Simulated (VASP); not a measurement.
# TlPt (P6/mmm) in VASP: further runs, part 2 of 2

VASP 6.6.1. The steps go on from the part before.

## (3) Single point, PBE

This run uses another cell than the first one, of 24.91 Å³/atom.

The input, INCAR:

```
PREC = Accurate
ENCUT = 520
EDIFF = 1E-7
ISMEAR = 0
SIGMA = 0.1
LREAL = F
LASPH = T
NELM = 60
ALGO = Fast
ISIF = 2
LWAVE = F
LCHARG = T
GGA = PE
LELF = T
LVHAR = T
NBANDS = 44
```

The input, KPOINTS:

```
Automatic mesh
0
Gamma
  6 6 10
```

The input, POSCAR:

```
TlPt
1.0
    6.5768253005      0.0000000000      0.0000000000
   -3.2884126502      5.6956977865      0.0000000000
    0.0000000000      0.0000000000      3.9903951324
Tl Pt
3 3
Direct
    0.0000000000      0.5000000000      0.0000000000
    0.5000000000      0.0000000000      0.0000000000
    0.5000000000      0.5000000000      0.0000000000
    0.0000000000      0.0000000000      0.0000000000
    0.6666666667      0.3333333333      0.5000000000
    0.3333333333      0.6666666667      0.5000000000
```

Potentials or basis: VASP PAW PBE potentials, release 64 (Tl_d, Pt).

On the command line:

```console
> cat potpaw_PBE.64/Tl_d/POTCAR potpaw_PBE.64/Pt/POTCAR > POTCAR
> mpirun -np 1 vasp_std > vasp.out
```

OUTCAR:

```text
PREC = Accurate
   ENCUT = 520
   EDIFF = 1E-7
   ISMEAR = 0
   LREAL = F
   LASPH = T
   NELM = 60
   ISIF = 2
   GGA = PE

 ion  position               nearest neighbor table
   1  0.000  0.500  0.000-   5 2.75   6 2.75   5 2.75   6 2.75   4 3.29   4 3.29   3 3.29   3 3.29
                             2 3.29   2 3.29
   2  0.500  0.000  0.000-   5 2.75   6 2.75   5 2.75   6 2.75   3 3.29   3 3.29   4 3.29   4 3.29
                             1 3.29   1 3.29
   3  0.500  0.500  0.000-   5 2.75   6 2.75   5 2.75   6 2.75   2 3.29   2 3.29   1 3.29   1 3.29
                             4 3.29   4 3.29
   4  0.000  0.000  0.000-   1 3.29   1 3.29   2 3.29   2 3.29   3 3.29   3 3.29
   5  0.667  0.333  0.500-   2 2.75   2 2.75   1 2.75   1 2.75   3 2.75   3 2.75
   6  0.333  0.667  0.500-   2 2.75   2 2.75   1 2.75   1 2.75   3 2.75   3 2.75

  LATTYP: Found a hexagonal cell.
 ALAT       =     6.5768253005
 C/A-ratio  =     0.6067357654

  Lattice vectors:

 A1 = (   6.5768253005,   0.0000000000,   0.0000000000)
 A2 = (  -3.2884126502,   5.6956977865,   0.0000000000)
 A3 = (   0.0000000000,   0.0000000000,   3.9903951324)

[... 187 lines left out ...]
 cond. band min:       5.9754982655   @ k =   0.3333  -0.0000   0.0000
 fundamental gap:      0.0096786420
 Fermi energy:         5.9748155332

 k-point     1 :       0.0000    0.0000    0.0000
  band No.  band energies     occupation
      1      -6.2772      2.00000
      2      -5.7792      2.00000
      3      -5.7792      2.00000
      4      -5.7117      2.00000
      5      -5.6494      2.00000
      6      -5.6494      2.00000
[... 1117 lines left out ...]
     43      11.3607      0.00000
     44      12.2124      0.00000

 [... further k-points ...]

------------------------ aborting loop because EDIFF is reached ----------------------------------------

  FORCE on cell =-STRESS in cart. coord.  units (eV):
  Direction    XX          YY          ZZ          XY          YZ          ZX
  --------------------------------------------------------------------------------------
  -------------------------------------------------------------------------------------
  Total       -0.0101482     -0.0101482     -0.0317738     -0.0000000      0.0000000     -0.0000000
  in kB       -0.1087727     -0.1087727     -0.3405654     -0.0000000      0.0000000     -0.0000000
  external PRESSURE =      -0.1860369 kB  Pullay stress =       0.0000000 kB

 VOLUME and BASIS-vectors are now :
 -----------------------------------------------------------------------------
  energy-cutoff  :      520.00
  volume of cell :      149.48
      direct lattice vectors                 reciprocal lattice vectors
     6.576825301  0.000000000  0.000000000     0.152049044  0.087785557  0.000000000
    -3.288412650  5.695697787  0.000000000     0.000000000  0.175571113  0.000000000
     0.000000000  0.000000000  3.990395132     0.000000000  0.000000000  0.250601749

 POSITION                                       TOTAL-FORCE (eV/Angst)
 -----------------------------------------------------------------------------------
     -1.64421      2.84785      0.00000        -0.000000      0.000000      0.000000
      3.28841      0.00000      0.00000        -0.000000      0.000000      0.000000
      1.64421      2.84785      0.00000        -0.000000      0.000000      0.000000
      0.00000      0.00000      0.00000        -0.000000      0.000000      0.000000
      3.28841      1.89857      1.99520        -0.000000      0.000000      0.000000
     -0.00000      3.79713      1.99520         0.000000     -0.000000      0.000000
 -----------------------------------------------------------------------------------
    total drift:                               -0.000000      0.000000     -0.000000

  FREE ENERGIE OF THE ION-ELECTRON SYSTEM (eV)
  ---------------------------------------------------
  free  energy   TOTEN  =       -21.7578588012 eV

  energy  without entropy=      -21.7341541342  energy(sigma->0) =      -21.74600647
```

Wall time 2.3 min (1 thread of Intel Xeon 6975P-C (Granite Rapids), shared host); peak memory 0.4 GiB.

What came out:

```yaml
Free_energy: -21.7579 eV
Pressure: 0.0 GPa
Band_gap_on_the_k_mesh: zero (an odd number of electrons rules out a gap without spin polarisation)
```

Levels at points of the mesh, in eV from the Fermi level:
| k point | band 32 | band 33 | band 34 | band 35 | band 36 | band 37 |
| --- | --- | --- | --- | --- | --- | --- |
| (0.00, 0.00, 0.00) | -0.70 | -0.48 | -0.48 | -0.26 | -0.23 | -0.23 |
| (0.50, 0.00, 0.00) | -0.77 | -0.76 | -0.71 | 0.74 | 1.53 | 2.79 |
| (0.00, 0.00, 0.50) | -0.93 | -0.49 | 0.99 | 0.99 | 1.02 | 1.02 |
| (0.50, 0.00, 0.50) | -1.26 | -0.76 | -0.67 | 0.21 | 0.57 | 1.06 |

Caveat: spin-orbit coupling is left out, which moves the levels of the heavy elements.

## (4) Single point, PBE

This run uses another cell than the first one, of 24.91 Å³/atom.

The input, INCAR:

```
SYSTEM = TlPt
PREC = Accurate
ENCUT = 520
EDIFF = 1E-7
ISMEAR = 0
SIGMA = 0.1
LREAL = .FALSE.
LASPH = .TRUE.
NELM = 100
ALGO = Fast
ISIF = 2
LWAVE = .FALSE.
LCHARG = .FALSE.
GGA = PE
NBANDS = 44
```

The input, KPOINTS:

```
Automatic mesh
0
G
  6 6 10
  0 0 0
```

POSCAR is that of step 3.

On the command line:

```console
> cat potpaw_PBE.64/Tl_d/POTCAR potpaw_PBE.64/Pt/POTCAR > POTCAR
> mpirun -np 1 vasp_std > vasp.out
```

It took 2.3 min on 1 thread of Intel Xeon 6975P-C (Granite Rapids), shared host; peak memory 0.4 GiB.

It converged, with:

* Free energy: -21.7579 eV
* Pressure: 0.0 GPa
* Band gap on the k mesh: zero (an odd number of electrons rules out a gap without spin polarisation)

Levels at points of the mesh, in eV from the Fermi level:
```
           k point  band 32  band 33  band 34  band 35  band 36  band 37
(0.00, 0.00, 0.00)    -0.70    -0.48    -0.48    -0.26    -0.23    -0.23
(0.50, 0.00, 0.00)    -0.77    -0.76    -0.71     0.74     1.53     2.79
(0.00, 0.00, 0.50)    -0.93    -0.49     0.99     0.99     1.02     1.02
(0.50, 0.00, 0.50)    -1.26    -0.76    -0.67     0.21     0.57     1.06
```

Caveat: spin-orbit coupling is left out, which moves the levels of the heavy elements.
